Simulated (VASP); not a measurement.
# Al3GaAs4 (P-43m) in VASP: a series of runs

Runs on Al3GaAs4. Level: PBE. Tasks: single point.

Program: VASP 6.6.1. These are calculated values, not measurements. Logs are shortened: lines on timing, memory, paths and dates and some standing lists are left out, and cuts for length are marked.

## 1. The cell of the first run

It takes space group P-43m (No. 215, cubic). Conventional cell: a = 5.439 Å, b = 5.439 Å, c = 5.439 Å, α = 90.00°, β = 90.00°, γ = 90.00°. Within 3.1 Å of Al (site symmetry -42m) lie 4 As at 2.36 Å. Ga (site symmetry -43m) has 4 As at 2.36 Å within 3.1 Å. As (site symmetry 3m) has 3 Al at 2.36 Å and 1 Ga at 2.36 Å within 3.1 Å.

## 2. Single point, PBE

The input, INCAR:

```
SYSTEM = Al3GaAs4
PREC = Accurate ; ENCUT = 520
EDIFF = 1E-7 ; ISMEAR = 0
SIGMA = 0.1 ; LREAL = .FALSE.
LASPH = .TRUE. ; NELM = 80
ALGO = Normal ; ISIF = 2
LWAVE = .FALSE. ; LCHARG = .FALSE.
GGA = PE ; NBANDS = 31
```

The input, KPOINTS:

```
regular mesh
0
G
  4 4 4
  0 0 0
```

The input, POSCAR:

```
Al3GaAs4
1.0
    5.4388695300      0.0000000000      0.0000000000
    0.0000000000      5.4388695300      0.0000000000
    0.0000000000      0.0000000000      5.4388695300
Al Ga As
3 1 4
Direct
    0.5000000000      0.0000000000      0.0000000000
    0.0000000000      0.0000000000      0.5000000000
    0.0000000000      0.5000000000      0.0000000000
    0.5000000000      0.5000000000      0.5000000000
    0.7500000000      0.2500000000      0.7500000000
    0.7500000000      0.7500000000      0.2500000000
    0.2500000000      0.2500000000      0.2500000000
    0.2500000000      0.7500000000      0.7500000000
```

Potentials or basis: VASP PAW PBE potentials, release 64 (Al, Ga_d, As).

Launch:

```sh
$ cat potpaw_PBE.64/Al/POTCAR potpaw_PBE.64/Ga_d/POTCAR potpaw_PBE.64/As/POTCAR > POTCAR
$ mpirun -np 1 vasp_std > vasp.out
```

OUTCAR:

```text
SYSTEM = Al3GaAs4
   PREC = Accurate
   ENCUT = 520
   EDIFF = 1E-7
   ISMEAR = 0
   LREAL = .FALSE.
   LASPH = .TRUE.
   NELM = 80
   ISIF = 2
   GGA = PE

 ion  position               nearest neighbor table
   1  0.500  0.000  0.000-   5 2.36   6 2.36   7 2.36   8 2.36
   2  0.000  0.000  0.500-   5 2.36   6 2.36   7 2.36   8 2.36
   3  0.000  0.500  0.000-   5 2.36   6 2.36   7 2.36   8 2.36
   4  0.500  0.500  0.500-   5 2.36   6 2.36   7 2.36   8 2.36
   5  0.750  0.250  0.750-   1 2.36   2 2.36   3 2.36   4 2.36
   6  0.750  0.750  0.250-   1 2.36   2 2.36   3 2.36   4 2.36
   7  0.250  0.250  0.250-   1 2.36   2 2.36   3 2.36   4 2.36
   8  0.250  0.750  0.750-   1 2.36   2 2.36   3 2.36   4 2.36

  LATTYP: Found a simple cubic cell.
 ALAT       =     5.4388695300

  Lattice vectors:

 A1 = (   5.4388695300,   0.0000000000,   0.0000000000)
 A2 = (   0.0000000000,   5.4388695300,   0.0000000000)
 A3 = (   0.0000000000,   0.0000000000,   5.4388695300)

Analysis of symmetry for initial positions (statically):
=====================================================================
 Subroutine PRICEL returns:
 Original cell was already a primitive cell.

 Routine SETGRP: Setting up the symmetry group for a
 simple cubic supercell.

 Subroutine GETGRP returns: Found 24 space group operations
 (whereof 24 operations were pure point group operations)
 out of a pool of 48 trial point group operations.

The static configuration has the point symmetry T_d .

Analysis of symmetry for dynamics (positions and initial velocities):
=====================================================================
 Subroutine PRICEL returns:
 Original cell was already a primitive cell.

 Routine SETGRP: Setting up the symmetry group for a
 simple cubic supercell.

 Subroutine GETGRP returns: Found 24 space group operations
 (whereof 24 operations were pure point group operations)
 out of a pool of 48 trial point group operations.

The dynamic configuration has the point symmetry T_d .

 Subroutine INISYM returns: Found 24 space group operations
 (whereof 24 operations are pure point group operations),
 and found     1 'primitive' translations

----------------------------------------------------------------------------------------

                                     Primitive cell

  volume of cell :     160.8888

  direct lattice vectors                    reciprocal lattice vectors
     5.438869530  0.000000000  0.000000000     0.183861737  0.000000000  0.000000000
[... 89 lines left out ...]
   ISIF   =      2    stress and relaxation
   ISYM   =      2    0-nonsym 1-usesym 2-fastsym
   POTIM  = 0.5000    time-step for ionic-motion
   TEBEG  =    0.0;   TEEND  =   0.0 temperature during run
   PSTRESS=    0.0 pullay stress
   NELECT =      42.0000    total number of electrons
   NUPDOWN=      -1.0000    fix difference up-down
   EMIN   =  10.00;   EMAX   =-10.00  energy-range for DOS
   EFERMI =   0.00;   METHOD = LEGACY
   ISMEAR =     0;   SIGMA  =   0.10  broadening in eV -4-tet -1-fermi 0-gaus
   EFERMI_NEDOS =   21; number of points for ismear=-14 and -15
   IALGO  =     38    algorithm
   IMIX   =      4    mixing-type and parameters
     AMIX     =   0.40;   BMIX     =  1.00
     AMIX_MAG =   1.60;   BMIX_MAG =  1.00
  volume/ion in A,a.u.               =      20.11       135.72
  Fermi-wavevector in a.u.,A,eV,Ry     =   1.046283  1.977189 14.894416  1.094709
  Thomas-Fermi vector in A             =   2.181115
   LORBIT       =      0    0 simple, 1 ext, 2 COOP (PROOUT), +10 PAW based schemes
   GGA     = PE    functional components
   LHFCALC =     F    Hartree Fock is set to
   AEXX    =    0.0000 exact exchange contribution
   IVDW    =     0    specifies the selected vdW correction
   LEPSILON=     F    determine dielectric tensor
   LRPA    =     F    only Hartree local field effects (RPA)
 non-spin polarized calculation
 Gauss-broadening in eV      SIGMA  =   0.10
  energy-cutoff  :      520.00
  volume of cell :      160.89
 maximum number of plane-waves:      4385
   NGX = 21   NGY = 21   NGZ = 21

 number of electron      42.0000031 magnetization

 Free energy of the ion-electron system (eV)
  ---------------------------------------------------
  ext. energy  EPLUGINS =         0.00000000
  ---------------------------------------------------
  free energy    TOTEN  =       -35.27967277 eV

  energy without entropy =      -35.27967277  energy(sigma->0) =      -35.27967277

 E-fermi :   5.4644     XC(G=0):  -9.6689

 val. band max:        4.9808698875   @ k =   0.0000   0.0000   0.0000
 cond. band min:       6.2257261197   @ k =   0.0000   0.0000   0.0000
 fundamental gap:      1.2448562322
 Fermi energy:         5.4644071603

 k-point     1 :       0.0000    0.0000    0.0000
  band No.  band energies     occupation
      1      -9.7244      2.00000
      2      -9.7244      2.00000
      3      -9.7244      2.00000
      4      -9.6151      2.00000
      5      -9.6151      2.00000
      6      -7.8555      2.00000
[... 329 lines left out ...]
     30       9.6339      0.00000
     31       9.6339      0.00000

------------------------ aborting loop because EDIFF is reached ----------------------------------------

  FORCE on cell =-STRESS in cart. coord.  units (eV):
  Direction    XX          YY          ZZ          XY          YZ          ZX
  --------------------------------------------------------------------------------------
  -------------------------------------------------------------------------------------
  Total       15.0071954     15.0071954     15.0071954     -0.0000000      0.0000000      0.0000000
  in kB      149.4459662    149.4459662    149.4459662     -0.0000000      0.0000000      0.0000000
  external PRESSURE =     149.4459662 kB  Pullay stress =       0.0000000 kB

 VOLUME and BASIS-vectors are now :
 -----------------------------------------------------------------------------
  energy-cutoff  :      520.00
  volume of cell :      160.89
      direct lattice vectors                 reciprocal lattice vectors
     5.438869530  0.000000000  0.000000000     0.183861737  0.000000000  0.000000000
     0.000000000  5.438869530  0.000000000     0.000000000  0.183861737  0.000000000
     0.000000000  0.000000000  5.438869530     0.000000000  0.000000000  0.183861737

 POSITION                                       TOTAL-FORCE (eV/Angst)
 -----------------------------------------------------------------------------------
      2.71943      0.00000      0.00000        -0.000000      0.000000      0.000000
      0.00000      0.00000      2.71943         0.000000      0.000000      0.000000
      0.00000      2.71943      0.00000        -0.000000      0.000000      0.000000
      2.71943      2.71943      2.71943        -0.000000      0.000000      0.000000
      4.07915      1.35972      4.07915         0.061628     -0.061628      0.061628
      4.07915      4.07915      1.35972         0.061628      0.061628     -0.061628
      1.35972      1.35972      1.35972        -0.061628     -0.061628     -0.061628
      1.35972      4.07915      4.07915        -0.061628      0.061628      0.061628
 -----------------------------------------------------------------------------------
    total drift:                                0.000000      0.000000     -0.000000

  FREE ENERGIE OF THE ION-ELECTRON SYSTEM (eV)
  ---------------------------------------------------
  free  energy   TOTEN  =       -35.2796727673 eV

  energy  without entropy=      -35.2796727673  energy(sigma->0) =      -35.27967277
```

It took 47 s on 1 thread of AMD EPYC 7R43 (Zen 3), shared host; peak memory 0.22 GiB.

Results:

* Free energy: -35.2797 eV
* Pressure: 14.9 GPa
* Band gap on the k mesh: 1.24 eV

Caveat: the cell stands under pressure. A k mesh can miss the band edges.

## 3. Single point, PBE

This run uses another cell than the first one, of 23.51 Å³/atom.

The input, INCAR:

```
SYSTEM = Al3GaAs4
ALGO = Normal ; EDIFF = 1E-7
ENCUT = 520 ; GGA = PE
ISIF = 2 ; ISMEAR = 0
LASPH = .True. ; LCHARG = .False.
LREAL = .False. ; LWAVE = .False.
NBANDS = 31 ; NELM = 100
PREC = Accurate ; SIGMA = 0.1
```

The input, KPOINTS:

```
k-points
0
Gamma
  4 4 4
  0 0 0
```

The input, POSCAR:

```
Al3GaAs4
1.0
    5.7297041091      0.0000000000      0.0000000000
    0.0000000000      5.7297041091      0.0000000000
    0.0000000000      0.0000000000      5.7297041091
Al Ga As
3 1 4
Direct
    0.5000000000      0.0000000000      0.0000000000
    0.0000000000      0.0000000000      0.5000000000
    0.0000000000      0.5000000000      0.0000000000
    0.5000000000      0.5000000000      0.5000000000
    0.7508810227      0.2491189773      0.7508810227
    0.7508810227      0.7508810227      0.2491189773
    0.2491189773      0.2491189773      0.2491189773
    0.2491189773      0.7508810227      0.7508810227
```

Potentials or basis: VASP PAW PBE potentials, release 64 (Al, Ga_d, As).

Launch:

```sh
$ cat potpaw_PBE.64/Al/POTCAR potpaw_PBE.64/Ga_d/POTCAR potpaw_PBE.64/As/POTCAR > POTCAR
$ mpirun -np 1 vasp_std > vasp.out
```

Wall time 75 s (1 thread of AMD EPYC 7R43 (Zen 3), shared host); peak memory 0.32 GiB.

It converged, with:

* Free energy: -36.4120 eV
* Pressure: 0.3 GPa
* Largest force: 0.003 eV/Å
* Band gap on the k mesh: 1.03 eV (least direct gap 1.17 eV)

Forces on the atoms (eV/Å):
```
Al   0.000  0.000  0.000
Al   0.000  0.000  0.000
Al   0.000  0.000  0.000
Ga   0.000  0.000  0.000
As   0.002 -0.002  0.002
As   0.002  0.002 -0.002
As  -0.002 -0.002 -0.002
As  -0.002  0.002  0.002
```

Levels at points of the mesh, in eV from the valence-band top:
```tsv
k point	band 18	band 19	band 20	band 21	band 22	band 23	band 24	band 25
(0.00, 0.00, 0.00)	-2.19	0.00	0.00	0.00	1.17	1.53	1.53	1.53
(0.50, 0.00, 0.00)	-1.40	-1.40	-1.31	-1.31	2.31	2.54	3.45	3.60
(0.50, 0.50, 0.00)	-1.00	-0.90	-0.90	-0.90	2.81	3.24	3.24	3.38
(0.50, 0.50, 0.50)	-0.87	-0.80	-0.80	-0.80	1.03	1.99	1.99	1.99
```
